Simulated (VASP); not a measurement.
**SiC30 (a cell with a defect): single point with PBE+D3(BJ)**

Crystal: SiC30 (a cell with a defect).

```xyz
31
Lattice="4.9311 4.2683 0.0000 -4.9311 4.2683 0.0000 0.0000 0.0000 6.7990" Properties=species:S:1:pos:R:3 pbc="T T T"
Si   -1.2328    4.8581    5.0992
C    -0.0260    7.6436    5.0992
C     0.0699    3.5093    5.0992
C     1.3104    5.5965    5.0992
C    -2.5355    3.5093    5.0992
C     1.1551    1.3282    5.0992
C     2.4916    3.3753    5.0992
C    -1.2328    1.3166    5.0992
C    -1.2328    4.3118    1.6997
C     0.0014    6.4482    1.6997
C    -0.0004    2.1777    1.6997
C     1.2333    4.3126    1.6997
C     2.4659    6.4460    1.6997
C    -3.6988    4.3126    1.6997
C    -2.4670    6.4482    1.6997
C     3.6983    4.3126    1.6997
C    -1.2328    2.8843    1.6997
C     0.0023    5.0231    1.6997
C     0.0001    0.7534    1.6997
C     1.2319    2.8880    1.6997
C     2.4654    5.0216    1.6997
C     1.2336    7.1563    1.6997
C    -2.4679    5.0231    1.6997
C    -1.2328    7.1570    1.6997
C     0.0703    6.2151    5.0992
C    -0.0261    2.0823    5.0992
C     1.3110    4.1283    5.0992
C    -2.4394    2.0823    5.0992
C    -3.7766    4.1283    5.0992
C     2.3952    1.9468    5.0992
C     3.6983    4.1418    5.0992
```

```
Program                : VASP 6.6.1
Task                   : single point
Functional             : PBE
Dispersion             : D3(BJ)
Potentials or basis    : VASP PAW PBE potentials, release 64 (Si, C)
Cutoff                 : 520 eV
k mesh                 : 4 × 4 × 4, shifted
Occupations            : gaussian, width 0.1 eV
Spin                   : no spin polarisation
Dipole correction      : no
Further INCAR settings : LREAL = Auto; ALGO = Normal; EDIFF = 1e-07; NBANDS = 83
```

```json
{
 "Pressure": "2.8 GPa",
 "Largest force": "0.055 eV/Å",
 "Band gap on the k mesh": "zero (filled and empty bands touch)",
 "Dispersion energy per atom": "-0.159 eV"
}
```

Forces on the atoms (eV/Å):
```
Si   0.000 -0.001  0.000
C   -0.012 -0.010  0.000
C   -0.052  0.007  0.000
C    0.011 -0.014  0.000
C    0.052  0.007  0.000
C   -0.011 -0.014  0.000
C    0.012 -0.010  0.000
C    0.000 -0.001  0.000
C    0.000  0.007  0.000
C   -0.006 -0.002  0.000
C    0.003  0.001  0.000
C    0.002  0.001  0.000
C   -0.003  0.001  0.000
C   -0.002  0.001  0.000
C    0.006 -0.002  0.000
C    0.000 -0.003  0.000
C    0.000  0.010  0.000
C   -0.007  0.009  0.000
C    0.003  0.005  0.000
C   -0.001  0.000  0.000
C   -0.003  0.005  0.000
C    0.001  0.000  0.000
C    0.007  0.009  0.000
C    0.000 -0.008  0.000
C   -0.054 -0.010  0.000
C   -0.013  0.002  0.000
C    0.011  0.013  0.000
C    0.013  0.002  0.000
C   -0.011  0.013  0.000
C    0.054 -0.010  0.000
C    0.000 -0.007  0.000
```

Stress tensor (GPa, compression positive):
```
16.33  0.00  0.00
 0.00 -7.29  0.00
 0.00  0.00 -0.67
```

Levels at points of the mesh, in eV from the Fermi level:
| k point | band 60 | band 61 | band 62 | band 63 | band 64 | band 65 |
| --- | --- | --- | --- | --- | --- | --- |
| (0.12, 0.12, 0.12) | -1.53 | -1.40 | 0.00 | 0.12 | 2.47 | 2.69 |

It took 6 min on 1 thread of Intel(R) Xeon(R) 6975P-C (Granite Rapids), with other jobs on the host, peak memory 0.44 GiB.
